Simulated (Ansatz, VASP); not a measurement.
**MgZn2TeS2 in VASP and in Ansatz**

```
Mg Zn Te S
1.0
     4.43960    0.00000    0.00000
     0.00000    4.43960    0.00000
     0.00000    0.00000    5.64545
Mg Zn Te S
1 2 1 2
Cartesian
  0.0000 0.0000 2.8227
  2.2198 2.2198 4.0713
  2.2198 2.2198 1.5741
  0.0000 0.0000 0.0000
  2.2198 0.0000 0.0000
  0.0000 2.2198 0.0000
```

Change from the starting cell: species swapped into the CeSi2Mo2C type (P4/mmm, No. 123).

Alike in both runs: task relaxation of cell and atoms; functional PBE; k mesh 4 × 4 × 4; occupations gaussian, width 0.1 eV; no spin polarisation.

|  | VASP | Ansatz |
| --- | --- | --- |
| version | VASP 6.6.1 | Ansatz 0.2.0 |
| potentials or method | VASP PAW PBE potentials, release 64 (Mg, Zn, Te, S), cutoff 600 eV | scalar-relativistic, plane waves, PAW |
| valence electrons in the cell | 44 | 62 |

```tsv
	VASP	Ansatz	Ansatz less VASP
gap on the k mesh at the Fermi level, each at its own relaxed structure (eV)	none	none	-
relaxed volume (Å³/atom)	25.39	25.39	+0.004
relaxed length of the cell vector where the two differ most in proportion (Å)	5.324	5.315	-0.0091
```

A gap of «none» marks a metal or a gap that the smearing closes. VASP's potentials hold 44 valence electrons a cell and Ansatz's 62, so a difference there can come from the potentials and not from the codes.

Neither program's run includes spin-orbit coupling. Noted on VASP's run: the volume moved by over 15 % at a fixed basis, so the end points are rough.
